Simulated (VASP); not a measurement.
Crystal: HfC.

```
Hf C
1.0
     0.00000    2.51265    2.51265
     2.51265    0.00000    2.51265
     2.51265    2.51265    0.00000
Hf C
1 1
Direct
  0.00000 0.00000 0.00000
  0.25000 0.25000 0.25000
```

Program: VASP 6.6.1. Alike in all runs: task single point; potentials or basis VASP PAW PBE potentials, release 64 (Hf_pv, C); no spin polarisation; cell as given; k mesh 12 × 12 × 12; cutoff (eV) 520; smearing gaussian 0.05 eV.

Problem. Order these runs on this cell by their pressure, lowest first.
A. level PBEsol
B. level r2SCAN+U; U Hf d U = 2.0 eV
C. level r2SCAN+D4

Solution. A (-3.0 GPa), C (-1.3 GPa), B (4.8 GPa).

Caveats: the PAW data sets were made with another functional, which shifts forces and pressure a little; the cell stands under pressure (at least some runs); the U is typed as a test and isn't derived for this compound (at least some runs).
